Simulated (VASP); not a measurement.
Wanted: the native input for a VASP 6.6.1 run.

```
Task                   : single point
Functional             : PBEsol
Potentials or basis    : VASP PAW PBE potentials, release 64 (Hf_pv)
Cutoff                 : 520 eV
k mesh                 : 18 × 18 × 18
Occupations            : gaussian, width 0.15 eV
Spin                   : no spin polarisation
Dipole correction      : no
Further INCAR settings : ALGO = Normal; EDIFF = 1e-07; NBANDS = 11
```

The structure of Hf lies in POSCAR:

```
Hf
1.0
   -1.8591500000      1.8591500000      1.8320750000
    1.8591500000     -1.8591500000      1.8320750000
    1.8591500000      1.8591500000     -1.8320750000
Hf
1
Direct
    0.0000000000      0.0000000000      0.0000000000
```

This cell differs from its parent crystal: strain +0.030 along x and y, +0.015 along z.

The input as run:

INCAR

```
PREC = Accurate ; ENCUT = 520
EDIFF = 1E-7 ; ISMEAR = 0
SIGMA = 0.15 ; LREAL = F
LASPH = T ; NELM = 100
ALGO = Normal ; ISIF = 2
LWAVE = F ; LCHARG = F
GGA = PS ; NBANDS = 11
```

KPOINTS

```
regular mesh
0
Gamma
  18 18 18
```

Potentials or basis: VASP PAW PBE potentials, release 64 (Hf_pv).

Launch:

```console
$ cat potpaw_PBE.64/Hf_pv/POTCAR > POTCAR
$ mpirun -np 1 vasp_std > vasp.out
```

It gave:

```json
{"Pressure": "-14.1 GPa", "Band gap on the k mesh": "zero (bands 5 and 6 overlap by 2.04 eV)"}
```

Caveat: the cell differs from its parent crystal (strain +0.030 along x and y, +0.015 along z); the cell stands under tension; the PAW data sets were made with another functional, which shifts forces and pressure a little; spin-orbit coupling is left out, which moves the levels of the heavy elements.

It took 76 s on 1 thread of Intel Xeon 8259CL (shared host), peak memory 0.25 GiB.
